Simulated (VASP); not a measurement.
Runs of VASP 6.6.1 on Sb. The structure is that of space group P6_3/mmc (No. 194), or close to it. The cells are those of the table. 

```tsv
cell	gap on the mesh (eV)	pressure (GPa)
a = 3.455, b = 3.455, c = 11.730 Å, angles 90.0, 90.0, 120.0°, 4 atoms	none	-3.6
a = 3.367, b = 3.367, c = 11.432 Å, angles 90.0, 90.0, 120.0°, 4 atoms	none	(b)
a = 3.275, b = 3.275, c = 11.119 Å, angles 90.0, 90.0, 120.0°, 4 atoms	none	5.6
a = 3.322, b = 3.322, c = 11.278 Å, angles 90.0, 90.0, 120.0°, 4 atoms	none	2.5
a = 3.227, b = 3.227, c = 10.956 Å, angles 90.0, 90.0, 120.0°, 4 atoms	none	(a)
```

Alike in all rows: task single point; level RPBE; potentials or basis VASP PAW PBE potentials, release 64 (Sb); no spin polarisation; k mesh 12 × 12 × 3; cutoff (eV) 520; smearing fermi-dirac 0.1 eV.

Problem. Estimate the missing entries.

Solution. (a) 9.5; (b) 0.0.

Caveats: the PAW data sets were made with another functional, which shifts forces and pressure a little; spin-orbit coupling is left out, which moves the levels of the heavy elements.

A k mesh can miss the band edges, and the runs leave out spin-orbit coupling on Sb.

A gap of «none» marks levels without a gap at the run's occupations.
